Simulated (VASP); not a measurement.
Input of a VASP 6.6.1 run:

Contents of INCAR:

```
SYSTEM = W
ALGO = Normal
EDIFF = 1E-6
EDIFFG = -0.005
ENCUT = 600
GGA = PE
IBRION = 2
ISIF = 3
ISMEAR = -1
LASPH = .True.
LCHARG = .False.
LREAL = .False.
LWAVE = .False.
NELM = 100
NSW = 60
PREC = Accurate
SIGMA = 0.05
```

File KPOINTS:

```
k-points
0
Gamma
  18 18 18
  0 0 0
```

Contents of POSCAR:

```
W
1.0
    0.0000000000      2.0060235071      2.0060235071
    2.0060235071      0.0000000000      2.0060235071
    2.0060235071      2.0060235071      0.0000000000
W
1
Direct
    0.0000000000      0.0000000000      0.0000000000
```

Potentials or basis: VASP PAW PBE potentials, release 64 (W_sv).

Run with:

```bash
$ cat potpaw_PBE.64/W_sv/POTCAR > POTCAR
$ mpirun -np 1 vasp_std > vasp.out
```

Problem. Estimate the relaxed cell.

Solution. a = 2.857 Å, b = 2.857 Å, c = 2.857 Å, α = 60.00°, β = 60.00°, γ = 60.00°.

Problem. Estimate the relaxed volume.

Solution. 16.48 Å³/atom.

Problem. What does it give for the band gap on the k mesh?

Solution. Zero (bands 7 and 8 overlap by 3.58 eV).

Problem. Estimate the space group after relaxing (to 0.1 Å).

Solution. Fm-3m (No. 225).

The path:
```
step  energy change (eV)  largest force (eV/Å)  pressure (GPa)  volume (Å³)
   1              0.0000                0.0000            6.18        16.15
   2              0.0591                0.0000          -16.95        17.64
   3             -0.0063                0.0000           -0.14        16.49
   4             -0.0063                0.0000           -0.04        16.48
```

Caveat: spin-orbit coupling is left out, which moves the levels of the heavy elements.
